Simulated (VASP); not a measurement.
Wanted: the native input for a VASP 6.6.1 run.

```yaml
Task: relaxation of cell and atoms
Functional: PBE
Potentials_or_basis: VASP PAW PBE potentials, release 64 (Sn_d, O)
Cutoff: 600 eV
k_mesh: 4 × 4 × 6
Occupations: gaussian, width 0.1 eV
Spin: no spin polarisation
Dipole_correction: no
Further_INCAR_settings: ALGO = Normal; EDIFF = 1e-07; IBRION = 2; EDIFFG = -0.05; NSW = 100; ISIF = 3
```

The structure of SnO2 lies in POSCAR:

```
SnO2
1.0
    4.7373500000      0.0000000000      0.0000000000
    0.0000000000      4.7373500000      0.0000000000
    0.0000000000      0.0000000000      3.1864000000
Sn O
2 4
Direct
    0.0000000000      0.0000000000      0.0000000000
    0.5000000000      0.5000000000      0.5000000000
    0.3056200000      0.3056200000      0.0000000000
    0.1943800000      0.8056200000      0.5000000000
    0.6943800000      0.6943800000      0.0000000000
    0.8056200000      0.1943800000      0.5000000000
```

The input as run:

INCAR

```
SYSTEM = SnO2
  PREC = Accurate
  ENCUT = 600
  EDIFF = 1E-7
  ISMEAR = 0
  SIGMA = 0.1
  LREAL = .FALSE.
  LASPH = .TRUE.
  NELM = 60
  ALGO = Normal
  ISIF = 3
  LWAVE = .FALSE.
  LCHARG = .FALSE.
  GGA = PE
  IBRION = 2
  NSW = 100
  EDIFFG = -0.05
```

KPOINTS

```
Automatic mesh
0
G
  4 4 6
  0 0 0
```

Potentials or basis: VASP PAW PBE potentials, release 64 (Sn_d, O).

The run is started by

```sh
$ cat potpaw_PBE.64/Sn_d/POTCAR potpaw_PBE.64/O/POTCAR > POTCAR
$ mpirun -np 1 vasp_std > vasp.out
```

Results of the run:

| Quantity | Value |
| --- | --- |
| Relaxed volume | 12.59 Å³/atom |
| Relaxed cell | a = 4.825 Å, b = 4.825 Å, c = 3.245 Å, α = 90.00°, β = 90.00°, γ = 90.00° |
| Space group after relaxing (to 0.1 Å) | P4_2/mnm (No. 136) |
| Energy gained by relaxing | 22.7 meV/atom |
| Ionic steps | 5 |
| Pressure after relaxing | 0.1 GPa |
| Largest force after relaxing | 0.018 eV/Å |
| Band gap on the k mesh | 0.64 eV |

Caveat: spin-orbit coupling is left out, which moves the levels of the heavy elements.

Wall time 4.8 min on 1 thread of Intel Xeon 8259CL, on a shared host, peak memory 0.24 GiB.
